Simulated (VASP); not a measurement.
## MgO: single point with PBEsol

MgO:

```
Mg O
1.0
     3.07220    0.00000    0.00000
    -1.53610    2.66060    0.00000
     0.00000    0.00000    4.71820
Mg O
2 2
Direct
  0.33333 0.66667 0.00366
  0.66667 0.33333 0.50366
  0.33333 0.66667 0.40094
  0.66667 0.33333 0.90094
```

```yaml
Program: VASP 6.6.1
Task: single point
Functional: PBEsol
Potentials_or_basis: VASP PAW PBE potentials, release 64 (Mg, O)
Cutoff: 520 eV
k_mesh: 9 × 9 × 6
Occupations: gaussian, width 0.05 eV
Spin: no spin polarisation
Dipole_correction: no
Further_INCAR_settings: ALGO = Normal; EDIFF = 1e-07; NBANDS = 16
```

```yaml
Pressure: 38.7 GPa
Band_gap_on_the_k_mesh: 4.61 eV, direct
```

Stress tensor (GPa, compression positive):
```
42.03  0.00  0.00
 0.00 42.03  0.00
 0.00  0.00 32.18
```

Levels at points of the mesh, in eV from the valence-band top:
```tsv
k point	band 6	band 7	band 8	band 9	band 10	band 11
(0.00, 0.00, 0.00)	-0.47	-0.47	0.00	4.61	10.02	11.86
(0.00, 0.00, 0.50)	-0.64	-0.64	-0.64	7.27	7.27	14.84
```

It took 18 s on 1 thread of AMD EPYC 9R45 96-Core Processor (Zen 5), with other jobs on the host, peak memory 0.13 GiB.

Caveat: the PAW data sets were made with another functional, which shifts forces and pressure a little. A k mesh can miss the band edges.
